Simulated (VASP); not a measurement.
# Sn (Fd-3m) in VASP: notebook, part 2 of 2

VASP 6.6.1. The steps go on from the part before.

## 4. Relaxation of cell and atoms, r2SCAN, target pressure 5 GPa, at which the enthalpy is minimised

This run uses another cell than the first one, of 33.80 Å³/atom.

POSCAR reads:

```
Sn
1.0
    0.0000000000      3.2333428000      3.2333428000
    3.2333428000      0.0000000000      3.2333428000
    3.2333428000      3.2333428000      0.0000000000
Sn
2
Direct
    0.7500000000      0.7500000000      0.7500000000
    0.5000000000      0.5000000000      0.5000000000
```

INCAR.step1 reads:

```
ALGO = Normal
EDIFF = 1E-5
EDIFFG = -0.005
ENCUT = 550
GGA = PE
GGA_COMPAT = F
IBRION = 2
ISIF = 3
ISMEAR = -1
LASPH = T
LCHARG = F
LREAL = F
LWAVE = T
NELM = 120
NELMIN = 4
NSW = 100
PREC = Accurate
SIGMA = 0.05
```

INCAR.step2 reads:

```
ALGO = Normal
EDIFF = 1E-7
EDIFFG = -0.01
ENCUT = 550
GGA_COMPAT = F
IBRION = 2
ISIF = 3
ISMEAR = -1
ISTART = 1
LASPH = T
LCHARG = F
LMIXTAU = T
LREAL = F
LWAVE = F
METAGGA = R2SCAN
NELM = 120
NELMIN = 4
NSW = 60
PREC = Accurate
PSTRESS = 50.0
SIGMA = 0.05
```

KPOINTS reads:

```
k-points
0
Gamma
  7 7 7
```

Potentials or basis: VASP PAW PBE potentials, release 64 (Sn_d).

On the command line:

```sh
cat potpaw_PBE.64/Sn_d/POTCAR > POTCAR
cp INCAR.step1 INCAR
mpirun -np 1 vasp_std > vasp.out
cp INCAR.step2 INCAR
mpirun -np 1 vasp_std > vasp.out
```

OUTCAR:

```text
EDIFF = 1E-7
   EDIFFG = -0.01
   ENCUT = 550
   IBRION = 2
   ISIF = 3
   ISMEAR = -1
   ISTART = 1
   LASPH = T
   LREAL = F
   METAGGA = R2SCAN
   NELM = 120
   NELMIN = 4
   NSW = 60
   PREC = Accurate
   PSTRESS = 50.0

 ion  position               nearest neighbor table
   1  0.750  0.750  0.750-   2 2.80   2 2.80   2 2.80   2 2.80
   2  0.500  0.500  0.500-   1 2.80   1 2.80   1 2.80   1 2.80

  LATTYP: Found a face centered cubic cell.
 ALAT       =     6.4666856000

  Lattice vectors:

 A1 = (   0.0000000000,   3.2333428000,   3.2333428000)
 A2 = (   3.2333428000,   0.0000000000,   3.2333428000)
 A3 = (   3.2333428000,   3.2333428000,   0.0000000000)

Analysis of symmetry for initial positions (statically):
=====================================================================
 Subroutine PRICEL returns:
 Original cell was already a primitive cell.

 Routine SETGRP: Setting up the symmetry group for a
 face centered cubic supercell.

 Subroutine GETGRP returns: Found 48 space group operations
 (whereof 24 operations were pure point group operations)
 out of a pool of 48 trial point group operations.

The static configuration has the point symmetry T_d .
 The point group associated with its full space group is O_h .

Analysis of symmetry for dynamics (positions and initial velocities):
[... 157 lines left out ...]
------------------------ aborting loop because EDIFF is reached ----------------------------------------

  FORCE on cell =-STRESS in cart. coord.  units (eV):
  Direction    XX          YY          ZZ          XY          YZ          ZX
  --------------------------------------------------------------------------------------
  -------------------------------------------------------------------------------------
  Total        0.9282685      0.9282685      0.9282685     -0.0000000      0.0000000      0.0000000
  in kB       21.9987988     21.9987988     21.9987988     -0.0000000      0.0000000      0.0000000
  external PRESSURE =     -28.0012012 kB  Pullay stress =      50.0000000 kB
[... 25 lines left out ...]
--------------------------------------- Ionic step        2  -------------------------------------------

 number of electron      27.9999995 magnetization

 E-fermi :   6.8664     XC(G=0): -10.0632

 val. band max:        6.6965041639   @ k =   0.0000   0.0000   0.0000
 cond. band min:       7.0735153706   @ k =   0.0000   0.0000   0.0000
 fundamental gap:      0.3770112068
 Fermi energy:         6.8663760913

 k-point     1 :       0.0000    0.0000    0.0000
  band No.  band energies     occupation
      1     -15.9544      2.00000
      2     -15.9544      2.00000
      3     -15.9544      2.00000
      4     -15.8728      2.00000
      5     -15.8728      2.00000
      6     -15.4554      2.00000
[... 446 lines left out ...]
--------------------------------------- Ionic step        3  -------------------------------------------

 number of electron      28.0000004 magnetization

 Free energy of the ion-electron system (eV)
  ---------------------------------------------------
  ext. energy  EPLUGINS =         0.00000000
  ---------------------------------------------------
  free energy    TOTEN  =       -49.39070370 eV

  energy without entropy =      -49.38993705  energy(sigma->0) =      -49.39032038

 E-fermi :   6.2987     XC(G=0):  -9.8673

 val. band max:        6.2979393533   @ k =   0.0000   0.0000   0.0000
 cond. band min:       6.5293742970   @ k =   0.4286   0.0000   0.0000
 fundamental gap:      0.2314349437
 Fermi energy:         6.2987227838

 k-point     1 :       0.0000    0.0000    0.0000
  band No.  band energies     occupation
      1     -16.3142      2.00000
      2     -16.3142      2.00000
      3     -16.3142      2.00000
      4     -16.2390      2.00000
      5     -16.2390      2.00000
      6     -15.8623      2.00000
[... 442 lines left out ...]
  energy  without entropy=      -49.3899370522  energy(sigma->0) =      -49.39032038

  enthalpy is  TOTEN    =       -47.3775931821 eV   P V=        2.0131105216

 reached required accuracy - stopping structural energy minimisation
```

OSZICAR.step1:

```text
N       E                     dE             d eps       ncg     rms          rms(c)
DAV:   1     0.214210284654E+03    0.21421E+03   -0.15918E+04   720   0.235E+03
DAV:   2     0.120857780701E+02   -0.20212E+03   -0.19955E+03   720   0.455E+02
DAV:   3    -0.707042307036E+01   -0.19156E+02   -0.19071E+02   804   0.149E+02
DAV:   4    -0.765609534528E+01   -0.58567E+00   -0.58506E+00   804   0.284E+01
[... 52 lines left out ...]
       N       E                     dE             d eps       ncg     rms          rms(c)
DAV:   1    -0.767603486953E+01   -0.13250E-04   -0.24570E-04   680   0.271E-01    0.178E-02
DAV:   2    -0.767602685542E+01    0.80141E-05   -0.15190E-05   360   0.691E-02    0.801E-03
DAV:   3    -0.767602480454E+01    0.20509E-05   -0.72906E-06   362   0.416E-02    0.124E-03
DAV:   4    -0.767602398484E+01    0.81971E-06   -0.70118E-07   360   0.104E-02
   8 F= -.76760240E+01 E0= -.76741952E+01  d E =-.684699E-04
```

Wall time 11 min (1 thread of Intel Xeon 8259CL, shared host); peak memory 0.24 GiB.

What came out:

| Quantity | Value |
| --- | --- |
| Free energy | -49.3907 eV |
| Relaxed volume | 32.25 Å³/atom |
| Relaxed cell | a = 4.502 Å, b = 4.502 Å, c = 4.502 Å, α = 60.00°, β = 60.00°, γ = 60.00° |
| Space group after relaxing (to 0.1 Å) | Fd-3m (No. 227) |
| Energy change on relaxing (the run minimises the enthalpy) | +34.3 meV/atom |
| Ionic steps | 3 |
| Pressure after relaxing | 5.0 GPa |

The path:
```csv
step,energy change (eV),largest force (eV/Å),pressure (GPa),volume (Å³)
1,0.0000,0.0000,2.20,67.61
2,0.1682,0.0000,7.82,61.99
3,0.0686,0.0000,4.98,64.51
```

Final structure:
```
CELL_PARAMETERS angstrom
0.00000 3.18317 3.18317
3.18317 0.00000 3.18317
3.18317 3.18317 0.00000
ATOMIC_POSITIONS crystal
Sn 0.75000 0.75000 0.75000
Sn 0.50000 0.50000 0.50000
```

Caveat: the cell is relaxed towards a set pressure, so the run minimises the enthalpy, not the energy; the PAW data sets were made with another functional, which shifts forces and pressure a little; spin-orbit coupling is left out, which moves the levels of the heavy elements.

## 5. Relaxation of cell and atoms, r2SCAN, target pressure 10 GPa, at which the enthalpy is minimised

This run uses another cell than the first one, of 33.80 Å³/atom.

POSCAR is that of step 4.

INCAR.step1 reads:

```
SYSTEM = Sn
PREC = Accurate
ENCUT = 550
ISMEAR = -1
SIGMA = 0.05
LREAL = .False.
LASPH = .True.
NELM = 120
GGA = PE
ALGO = Normal
EDIFF = 1E-5
LWAVE = .True.
LCHARG = .False.
GGA_COMPAT = .False.
IBRION = 2
ISIF = 3
EDIFFG = -0.005
NELMIN = 4
NSW = 100
```

INCAR.step2 reads:

```
SYSTEM = Sn
PREC = Accurate
ENCUT = 550
EDIFF = 1E-7
ISMEAR = -1
SIGMA = 0.05
LREAL = .False.
LASPH = .True.
NELM = 120
ALGO = Normal
ISIF = 3
LWAVE = .False.
LCHARG = .False.
METAGGA = R2SCAN
LMIXTAU = .True.
IBRION = 2
NSW = 60
EDIFFG = -0.01
PSTRESS = 100.0
ISTART = 1
GGA_COMPAT = .False.
NELMIN = 4
```

KPOINTS reads:

```
Automatic mesh
0
Gamma
  7 7 7
  0 0 0
```

On the command line:

```sh
cat potpaw_PBE.64/Sn_d/POTCAR > POTCAR
cp INCAR.step1 INCAR
mpirun -np 1 vasp_std > vasp.out
cp INCAR.step2 INCAR
mpirun -np 1 vasp_std > vasp.out
```

Run time: 10 min. Hardware: 1 thread of Intel Xeon 8259CL, shared host; peak memory 0.24 GiB.

The run converged. Its results:

| Item | Value |
| --- | --- |
| Free energy | -49.2031 eV |
| Relaxed volume | 30.20 Å³/atom |
| Relaxed cell | a = 4.404 Å, b = 4.404 Å, c = 4.404 Å, α = 60.00°, β = 60.00°, γ = 60.00° |
| Space group after relaxing (to 0.1 Å) | Fd-3m (No. 227) |
| Energy change on relaxing (the run minimises the enthalpy) | +128.1 meV/atom |
| Ionic steps | 4 |
| Pressure after relaxing | 10.0 GPa |
| Band gap on the k mesh | 0.46 eV (least direct gap 0.58 eV) |

The path:
| step | energy change (eV) | largest force (eV/Å) | pressure (GPa) | volume (Å³) |
| --- | --- | --- | --- | --- |
| 1 | 0.0000 | 0.0000 | 2.20 | 67.61 |
| 2 | 1.0660 | 0.0000 | 25.64 | 52.75 |
| 3 | 0.2438 | 0.0000 | 9.66 | 60.60 |
| 4 | 0.2562 | 0.0000 | 9.98 | 60.40 |

Final structure:
```cif
data_structure
_symmetry_space_group_name_H-M 'P 1'
_symmetry_Int_Tables_number 1
_cell_length_a 4.4040
_cell_length_b 4.4040
_cell_length_c 4.4040
_cell_angle_alpha 60.000
_cell_angle_beta 60.000
_cell_angle_gamma 60.000
_cell_volume 60.40
loop_
_atom_site_label
_atom_site_type_symbol
_atom_site_fract_x
_atom_site_fract_y
_atom_site_fract_z
_atom_site_occupancy
Sn1 Sn 0.75000 0.75000 0.75000 1
Sn2 Sn 0.50000 0.50000 0.50000 1
```

Levels at points of the mesh, in eV from the valence-band top:
```csv
k point,band 11,band 12,band 13,band 14,band 15,band 16,band 17,band 18
"(0.00, 0.00, 0.00)",-12.07,0.00,0.00,0.00,0.58,2.20,2.20,2.20
```

Caveat: the cell is relaxed towards a set pressure, so the run minimises the enthalpy, not the energy; the PAW data sets were made with another functional, which shifts forces and pressure a little; spin-orbit coupling is left out, which moves the levels of the heavy elements; an odd mesh through Γ misses points on the zone boundary, where band edges can lie.

## 6. The runs side by side

```csv
task,cell,gap on the mesh (eV),pressure (GPa)
single point,"a = 4.644 Å, angles 60.0°, 2 atoms",none,0.0
relaxation of cell and atoms,"relaxed to 2 GPa from a = 4.573 Å, angles 60.0°, 2 atoms",none,2.0
relaxation of cell and atoms,"relaxed to 5 GPa from a = 4.573 Å, angles 60.0°, 2 atoms",-,5.0
relaxation of cell and atoms,"relaxed to 10 GPa from a = 4.573 Å, angles 60.0°, 2 atoms",0.46,10.0
```

Alike in all rows: level r2SCAN; potentials or basis VASP PAW PBE potentials, release 64 (Sn_d); no spin polarisation; k mesh 7 × 7 × 7; cutoff (eV) 550; smearing fermi-dirac 0.05 eV.

Caveats: the PAW data sets were made with another functional, which shifts forces and pressure a little; spin-orbit coupling is left out, which moves the levels of the heavy elements; the cell is relaxed towards a set pressure, so the run minimises the enthalpy, not the energy (at least some runs); an odd mesh through Γ misses points on the zone boundary, where band edges can lie (at least some runs).

Total energies depend on the potentials used, so only differences within one code and one set of settings carry meaning.
